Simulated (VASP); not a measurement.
Ba2SrP2: single point with PBE

Ba2SrP2:

```
CELL_PARAMETERS angstrom
5.10862 0.00000 0.00000
-2.55431 4.42420 0.00000
0.00000 0.00000 7.99161
ATOMIC_POSITIONS crystal
Ba 0.66667 0.33333 0.34802
Ba 0.00000 0.00000 0.99815
Sr 0.33333 0.66667 0.65533
P 0.33333 0.66667 0.23538
P 0.66667 0.33333 0.76312
```

```
Program                : VASP 6.6.1
Task                   : single point
Functional             : PBE
Potentials or basis    : VASP PAW PBE potentials, release 64 (Ba_sv, Sr_sv, P)
Cutoff                 : 520 eV
k mesh                 : 6 × 6 × 4
Occupations            : gaussian, width 0.02 eV
Spin                   : no spin polarisation
Dipole correction      : no
Further INCAR settings : ALGO = Normal; EDIFF = 1e-06; NBANDS = 28
```

The pressure is 0.4 GPa and the largest force is 0.049 eV/Å. The band gap on the k mesh is 1.32 eV (least direct gap 1.33 eV).

Forces in eV/Å, atoms in the order of the input:
```
Ba   0.000  0.000  0.049
Ba   0.000  0.000 -0.014
Sr   0.000  0.000  0.001
P    0.000  0.000 -0.036
P    0.000  0.000  0.000
```

Levels at points of the mesh, in eV from the valence-band top:
| k point | band 17 | band 18 | band 19 | band 20 | band 21 | band 22 | band 23 | band 24 |
| --- | --- | --- | --- | --- | --- | --- | --- | --- |
| (0.00, 0.00, 0.00) | -0.89 | -0.66 | -0.66 | -0.26 | 1.55 | 1.88 | 1.88 | 2.90 |
| (0.50, 0.00, 0.00) | -0.62 | -0.54 | -0.22 | 0.00 | 1.33 | 2.39 | 2.86 | 3.22 |
| (0.00, 0.00, 0.50) | -1.12 | -0.62 | -0.35 | -0.35 | 2.50 | 2.50 | 2.62 | 2.95 |
| (0.50, 0.00, 0.50) | -0.57 | -0.49 | -0.26 | -0.16 | 1.83 | 2.20 | 2.60 | 3.32 |

It took 64 s on 1 thread of Intel(R) Xeon(R) 6975P-C (Granite Rapids), on a shared host, peak memory 0.36 GiB.

Caveat: spin-orbit coupling is left out, which moves the levels of the heavy elements. A k mesh can miss the band edges.
